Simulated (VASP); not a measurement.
# TaN (P-62m) in VASP: further runs, part 2 of 2

VASP 6.6.1. Earlier steps stand in the parts before.

## 3. Single point, r2SCAN+rVV10

This run uses another cell than the first one, of 11.29 Å³/atom.

POSCAR

```
TaN
1.0
    5.1877242241      0.0000000000      0.0000000000
   -2.5938621120      4.4927009659      0.0000000000
    0.0000000000      0.0000000000      2.9058349174
Ta N
3 3
Direct
    0.0000000000      0.0000000000      0.0000000000
    0.3333333333      0.6666666667      0.5000000000
    0.6666666667      0.3333333333      0.5000000000
    0.3928864814      0.0000000000      0.0000000000
    0.6071135186      0.6071135186      0.0000000000
    0.0000000000      0.3928864814      0.0000000000
```

INCAR.step1

```
SYSTEM = TaN
  PREC = Accurate
  ENCUT = 660
  ISMEAR = 0
  SIGMA = 0.1
  LREAL = .FALSE.
  LASPH = .TRUE.
  NELM = 120
  NBANDS = 33
  GGA = PE
  ALGO = Normal
  EDIFF = 1E-5
  LWAVE = .TRUE.
  LCHARG = .FALSE.
  GGA_COMPAT = .FALSE.
```

INCAR.step2

```
SYSTEM = TaN
  PREC = Accurate
  ENCUT = 660
  EDIFF = 1E-6
  ISMEAR = 0
  SIGMA = 0.1
  LREAL = .FALSE.
  LASPH = .TRUE.
  NELM = 120
  ALGO = Normal
  ISIF = 2
  LWAVE = .FALSE.
  LCHARG = .FALSE.
  METAGGA = R2SCAN
  LMIXTAU = .TRUE.
  LUSE_VDW = .TRUE.
  IVDW_NL = 2
  BPARAM = 11.95
  CPARAM = 0.0093
  NBANDS = 33
  ISTART = 1
  GGA_COMPAT = .FALSE.
```

KPOINTS

```
regular mesh
0
G
  9 9 12
  0 0 0
```

Potentials or basis: VASP PAW PBE potentials, release 64 (Ta_pv, N).

Launch:

```console
cat potpaw_PBE.64/Ta_pv/POTCAR potpaw_PBE.64/N/POTCAR > POTCAR
cp INCAR.step1 INCAR
mpirun -np 1 vasp_std > vasp.out
cp INCAR.step2 INCAR
mpirun -np 1 vasp_std > vasp.out
```

OUTCAR:

```text
SYSTEM = TaN
   PREC = Accurate
   ENCUT = 660
   EDIFF = 1E-6
   ISMEAR = 0
   LREAL = .FALSE.
   LASPH = .TRUE.
   NELM = 120
   ISIF = 2
   METAGGA = R2SCAN
   IVDW_NL = 2
   BPARAM = 11.95
   ISTART = 1

 ion  position               nearest neighbor table
   1  0.000  0.000  0.000-   6 2.04   4 2.04   5 2.04   3 3.33   2 3.33   2 3.33   3 3.33   2 3.33
                             2 3.33   3 3.33   3 3.33   3 3.33   3 3.33   2 3.33   2 3.33
   2  0.333  0.667  0.500-   4 2.16   4 2.16   6 2.16   6 2.16   5 2.16   5 2.16   3 3.00   3 3.00
                             3 3.00   1 3.33   1 3.33   1 3.33   1 3.33   1 3.33   1 3.33
   3  0.667  0.333  0.500-   6 2.16   6 2.16   4 2.16   4 2.16   5 2.16   5 2.16   2 3.00   2 3.00
                             2 3.00   1 3.33   1 3.33   1 3.33   1 3.33   1 3.33   1 3.33
   4  0.393  0.000  0.000-   1 2.04   2 2.16   2 2.16   3 2.16   3 2.16
   5  0.607  0.607  0.000-   1 2.04   3 2.16   3 2.16   2 2.16   2 2.16
   6  0.000  0.393  0.000-   1 2.04   3 2.16   3 2.16   2 2.16   2 2.16

  LATTYP: Found a hexagonal cell.
 ALAT       =     5.1877242241
 C/A-ratio  =     0.5601367366

  Lattice vectors:

 A1 = (   5.1877242241,   0.0000000000,   0.0000000000)
 A2 = (  -2.5938621120,   4.4927009659,   0.0000000000)
[... 193 lines left out ...]

 k-point     1 :       0.0000    0.0000    0.0000
  band No.  band energies     occupation
      1     -29.2085      2.00000
      2     -29.2085      2.00000
      3     -28.8322      2.00000
      4     -28.8322      2.00000
      5     -28.6476      2.00000
      6     -28.5330      2.00000
[... 853 lines left out ...]
     32      12.3966      0.00000
     33      12.3966      0.00000

 [... further k-points ...]

------------------------ aborting loop because EDIFF is reached ----------------------------------------

  FORCE on cell =-STRESS in cart. coord.  units (eV):
  Direction    XX          YY          ZZ          XY          YZ          ZX
  --------------------------------------------------------------------------------------
  -------------------------------------------------------------------------------------
  Total        0.9882834      0.9882834      0.9257875      0.0000000      0.0000000      0.0000000
  in kB       23.3795820     23.3795820     21.9011308      0.0000000      0.0000000      0.0000000
  external PRESSURE =      22.8867650 kB  Pullay stress =       0.0000000 kB

 VOLUME and BASIS-vectors are now :
 -----------------------------------------------------------------------------
  energy-cutoff  :      660.00
  volume of cell :       67.73
      direct lattice vectors                 reciprocal lattice vectors
     5.187724224  0.000000000  0.000000000     0.192762752  0.111291627  0.000000000
    -2.593862112  4.492700966  0.000000000     0.000000000  0.222583254  0.000000000
     0.000000000  0.000000000  2.905834917     0.000000000  0.000000000  0.344135172

 POSITION                                       TOTAL-FORCE (eV/Angst)
 -----------------------------------------------------------------------------------
      0.00000      0.00000      0.00000        -0.000000      0.000000     -0.000000
     -0.00000      2.99513      1.45292        -0.000000      0.000000     -0.000000
      2.59386      1.49757      1.45292        -0.000000      0.000000     -0.000000
      2.03819      0.00000      0.00000         0.000840      0.000000      0.000000
      1.57477      2.72758      0.00000        -0.000420     -0.000727     -0.000000
     -1.01909      1.76512      0.00000        -0.000420      0.000727     -0.000000
 -----------------------------------------------------------------------------------
    total drift:                               -0.000000     -0.000000      0.000000

  FREE ENERGIE OF THE ION-ELECTRON SYSTEM (eV)
  ---------------------------------------------------
  free  energy   TOTEN  =      -180.5779255042 eV

  energy  without entropy=     -180.5761375370  energy(sigma->0) =     -180.57703152
```

It took 27 min on 1 thread of Oxide Virtual Turin-like, shared host; peak memory 0.55 GiB.

Results:

```yaml
Free_energy: -180.5779 eV
Pressure: 2.3 GPa
Band_gap_on_the_k_mesh: zero (bands 24 and 25 overlap by 3.29 eV)
```

Caveat: the PAW data sets were made with another functional, which shifts forces and pressure a little; spin-orbit coupling is left out, which moves the levels of the heavy elements.
